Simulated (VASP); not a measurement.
# ZnCd2S (P4/mmm) in VASP: single point with PBE

Aim: the single point of ZnCd2S with PBE.

Program: VASP 6.6.1. These are calculated values, not measurements. Logs are shortened: lines on timing, memory, paths and dates and some standing lists are left out, and cuts for length are marked.

## 1. The cell of the first run

Symmetry: P4/mmm, No. 123, tetragonal system. The conventional cell has a = 4.311 Å, b = 4.311 Å, c = 4.323 Å, α = 90.00°, β = 90.00°, γ = 90.00°. Zn (site symmetry 4/mmm) has 4 S at 3.05 Å and 8 Cd at 3.05 Å within 4.0 Å. Within 4.0 Å of Cd (site symmetry mmm) lie 4 Cd at 3.05 Å and 4 Zn at 3.05 Å and 4 S at 3.05 Å. S (site symmetry 4/mmm) has 4 Zn at 3.05 Å and 8 Cd at 3.05 Å within 4.0 Å.

## 2. Single point, PBE

INCAR reads:

```
PREC = Accurate
ENCUT = 520
EDIFF = 1E-7
ISMEAR = 0
SIGMA = 0.1
LREAL = F
LASPH = T
NELM = 100
ALGO = Normal
ISIF = 2
LWAVE = F
LCHARG = F
GGA = PE
NBANDS = 29
```

KPOINTS reads:

```
regular mesh
0
Gamma
  4 4 4
```

POSCAR reads:

```
ZnCd2S
1.0
    4.3106776500      0.0000000000      0.0000000000
    0.0000000000      4.3106776500      0.0000000000
    0.0000000000      0.0000000000      4.3234652400
Zn Cd S
1 2 1
Direct
    0.0000000000      0.0000000000      0.0000000000
    0.5000000000      0.0000000000      0.5000000000
    0.0000000000      0.5000000000      0.5000000000
    0.5000000000      0.5000000000      0.0000000000
```

Potentials or basis: VASP PAW PBE potentials, release 64 (Zn, Cd, S).

Launch:

```console
> cat potpaw_PBE.64/Zn/POTCAR potpaw_PBE.64/Cd/POTCAR potpaw_PBE.64/S/POTCAR > POTCAR
> mpirun -np 1 vasp_std > vasp.out
```

OUTCAR:

```text
PREC = Accurate
   ENCUT = 520
   EDIFF = 1E-7
   ISMEAR = 0
   LREAL = F
   LASPH = T
   NELM = 100
   ISIF = 2
   GGA = PE

 ion  position               nearest neighbor table
   1  0.000  0.000  0.000-   2 3.05   3 3.05   2 3.05   3 3.05   3 3.05   3 3.05   2 3.05   2 3.05

   2  0.500  0.000  0.500-   3 3.05   3 3.05   3 3.05   3 3.05   4 3.05   1 3.05   4 3.05   4 3.05
                             1 3.05   4 3.05   1 3.05   1 3.05
   3  0.000  0.500  0.500-   2 3.05   2 3.05   2 3.05   2 3.05   4 3.05   1 3.05   1 3.05   1 3.05
                             4 3.05   4 3.05   4 3.05   1 3.05
   4  0.500  0.500  0.000-   2 3.05   3 3.05   2 3.05   3 3.05   2 3.05   2 3.05   3 3.05   3 3.05

  LATTYP: Found a simple tetragonal cell.
 ALAT       =     4.3106776500
 C/A-ratio  =     1.0029664918

  Lattice vectors:

 A1 = (   4.3106776500,   0.0000000000,   0.0000000000)
 A2 = (   0.0000000000,   4.3106776500,   0.0000000000)
 A3 = (   0.0000000000,   0.0000000000,   4.3234652400)

Analysis of symmetry for initial positions (statically):
=====================================================================
 Subroutine PRICEL returns:
 Original cell was already a primitive cell.

 Routine SETGRP: Setting up the symmetry group for a
 simple tetragonal supercell.

 Subroutine GETGRP returns: Found 16 space group operations
 (whereof 16 operations were pure point group operations)
 out of a pool of 16 trial point group operations.

The static configuration has the point symmetry D_4h.

Analysis of symmetry for dynamics (positions and initial velocities):
=====================================================================
 Subroutine PRICEL returns:
 Original cell was already a primitive cell.

 Routine SETGRP: Setting up the symmetry group for a
 simple tetragonal supercell.

 Subroutine GETGRP returns: Found 16 space group operations
 (whereof 16 operations were pure point group operations)
 out of a pool of 16 trial point group operations.

The dynamic configuration has the point symmetry D_4h.

 Subroutine INISYM returns: Found 16 space group operations
 (whereof 16 operations are pure point group operations),
 and found     1 'primitive' translations

[... 85 lines left out ...]
   ISPIN  =      1    spin polarized calculation?
   LNONCOLLINEAR =      F non collinear calculations
   LSORBIT =      F    spin-orbit coupling
   LASPH  =      T    aspherical Exc in radial PAW
   ENCUT  =  520.0 eV  38.22 Ry    6.18 a.u.   8.02  8.02  8.04*2*pi/ulx,y,z
   NELM   =    100;   NELMIN=  2; NELMDL= -5     # of ELM steps
   EDIFF  = 0.1E-06   stopping-criterion for ELM
   LREAL  =      F    real-space projection
   EDIFFG = 0.1E-05   stopping-criterion for IOM
   NSW    =      0    number of steps for IOM
   IBRION =     -1    ionic relax: 0-MD 1-quasi-New 2-CG
   NFREE  =      0    steps in history (QN), initial steepest desc. (CG)
   ISIF   =      2    stress and relaxation
   ISYM   =      2    0-nonsym 1-usesym 2-fastsym
   POTIM  = 0.5000    time-step for ionic-motion
   TEBEG  =    0.0;   TEEND  =   0.0 temperature during run
   PSTRESS=    0.0 pullay stress
   NELECT =      42.0000    total number of electrons
   NUPDOWN=      -1.0000    fix difference up-down
   EMIN   =  10.00;   EMAX   =-10.00  energy-range for DOS
   EFERMI =   0.00;   METHOD = LEGACY
   ISMEAR =     0;   SIGMA  =   0.10  broadening in eV -4-tet -1-fermi 0-gaus
   EFERMI_NEDOS =   21; number of points for ismear=-14 and -15
   IALGO  =     38    algorithm
   IMIX   =      4    mixing-type and parameters
     AMIX     =   0.40;   BMIX     =  1.00
     AMIX_MAG =   1.60;   BMIX_MAG =  1.00
  volume/ion in A,a.u.               =      20.08       135.54
  Fermi-wavevector in a.u.,A,eV,Ry     =   1.318814  2.492197 23.664213  1.739271
  Thomas-Fermi vector in A             =   2.448757
   LORBIT       =      0    0 simple, 1 ext, 2 COOP (PROOUT), +10 PAW based schemes
   GGA     = PE    functional components
   LHFCALC =     F    Hartree Fock is set to
   AEXX    =    0.0000 exact exchange contribution
   IVDW    =     0    specifies the selected vdW correction
   LEPSILON=     F    determine dielectric tensor
   LRPA    =     F    only Hartree local field effects (RPA)
 non-spin polarized calculation
 Gauss-broadening in eV      SIGMA  =   0.10
  energy-cutoff  :      520.00
  volume of cell :       80.34
 maximum number of plane-waves:      2180
   NGX = 17   NGY = 17   NGZ = 17

 number of electron      42.0000000 magnetization

 Free energy of the ion-electron system (eV)
  ---------------------------------------------------
  ext. energy  EPLUGINS =         0.00000000
  ---------------------------------------------------
  free energy    TOTEN  =        -6.26073325 eV

  energy without entropy =       -6.25471446  energy(sigma->0) =       -6.25772386

 E-fermi :   3.3652     XC(G=0): -10.7322

 val. band max:        3.3188326158   @ k =   0.2500   0.2500   0.2500
 cond. band min:       3.5419960673   @ k =   0.5000   0.2500   0.2500
 fundamental gap:      0.2231634515
 Fermi energy:         3.3652115997

 k-point     1 :       0.0000    0.0000    0.0000
  band No.  band energies     occupation
      1     -10.0244      2.00000
      2      -6.1682      2.00000
      3      -6.0835      2.00000
      4      -5.8708      2.00000
      5      -5.6811      2.00000
      6      -5.6811      2.00000
[... 565 lines left out ...]
     28      15.0552      0.00000
     29      15.1625      0.00000

------------------------ aborting loop because EDIFF is reached ----------------------------------------

  FORCE on cell =-STRESS in cart. coord.  units (eV):
  Direction    XX          YY          ZZ          XY          YZ          ZX
  --------------------------------------------------------------------------------------
  -------------------------------------------------------------------------------------
  Total        0.8617444      0.8617444     -0.3035102      0.0000000     -0.0000000      0.0000000
  in kB       17.1856517     17.1856517     -6.0528626      0.0000000     -0.0000000      0.0000000
  external PRESSURE =       9.4394803 kB  Pullay stress =       0.0000000 kB

 VOLUME and BASIS-vectors are now :
 -----------------------------------------------------------------------------
  energy-cutoff  :      520.00
  volume of cell :       80.34
      direct lattice vectors                 reciprocal lattice vectors
     4.310677650  0.000000000  0.000000000     0.231982088  0.000000000  0.000000000
     0.000000000  4.310677650  0.000000000     0.000000000  0.231982088  0.000000000
     0.000000000  0.000000000  4.323465240     0.000000000  0.000000000  0.231295950

 POSITION                                       TOTAL-FORCE (eV/Angst)
 -----------------------------------------------------------------------------------
      0.00000      0.00000      0.00000         0.000000      0.000000      0.000000
      2.15534      0.00000      2.16173         0.000000      0.000000      0.000000
      0.00000      2.15534      2.16173         0.000000      0.000000      0.000000
      2.15534      2.15534      0.00000         0.000000      0.000000      0.000000
 -----------------------------------------------------------------------------------
    total drift:                                0.000000     -0.000000     -0.000000

  FREE ENERGIE OF THE ION-ELECTRON SYSTEM (eV)
  ---------------------------------------------------
  free  energy   TOTEN  =        -6.2607332526 eV

  energy  without entropy=       -6.2547144623  energy(sigma->0) =       -6.25772386
```

Wall time 12 s (1 thread of Intel Xeon 6975P-C (Granite Rapids), shared host); peak memory 0.19 GiB.

What came out:

* Free energy: -6.2607 eV
* Pressure: 0.9 GPa
* Band gap on the k mesh: zero (band 21 reaches 4.14 eV, above the bottom of band 22 at 1.85 eV)

Caveat: the k points lie up to 0.36 Å⁻¹ apart.
